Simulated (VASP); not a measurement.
A run of VASP 6.6.1:

INCAR

```
SYSTEM = CaNbI6
PREC     = Accurate       ! precision mode
ENCUT    = 520            ! plane-wave cutoff, eV
EDIFF    = 1E-7           ! SCF threshold, eV
ISMEAR   = 0              ! smearing method
SIGMA    = 0.1            ! smearing width, eV
LREAL    = .False.        ! projectors in reciprocal space
LASPH    = .True.         ! aspherical terms in the spheres
NELM     = 60             ! most SCF steps
ALGO     = Normal         ! electronic algorithm
ISIF     = 2              ! what is computed and relaxed
LWAVE    = .False.        ! write WAVECAR
LCHARG   = .False.        ! write CHGCAR
GGA      = PE             ! functional
NBANDS   = 42             ! bands
```

The input KPOINTS:

```
Automatic mesh
0
Gamma
  4 4 4
  0 0 0
```

The input POSCAR:

```
CaNbI6
1.0
    0.0000000000      5.5808326400      5.5808326400
    5.5808326400      0.0000000000      5.5808326400
    5.5808326400      5.5808326400      0.0000000000
Ca Nb I
1 1 6
Direct
    0.5000000000      0.5000000000      0.5000000000
    0.0000000000      0.0000000000      0.0000000000
    0.7816298600      0.7816298600      0.2183701400
    0.2183701400      0.7816298600      0.2183701400
    0.7816298600      0.2183701400      0.2183701400
    0.2183701400      0.2183701400      0.7816298600
    0.7816298600      0.2183701400      0.7816298600
    0.2183701400      0.7816298600      0.7816298600
```

Potentials or basis: VASP PAW PBE potentials, release 64 (Ca_sv, Nb_sv, I).

Run with:

```console
$ cat potpaw_PBE.64/Ca_sv/POTCAR potpaw_PBE.64/Nb_sv/POTCAR potpaw_PBE.64/I/POTCAR > POTCAR
$ mpirun -np 1 vasp_std > vasp.out
```

Hardware: 1 thread of Intel Xeon 8259CL, on a shared host.

Q: Estimate the wall time of this run.

A: Wall time 5.5 min on 1 thread of Intel Xeon 8259CL, on a shared host, peak memory 0.56 GiB. Counts: scf iterations 16, k points 8.
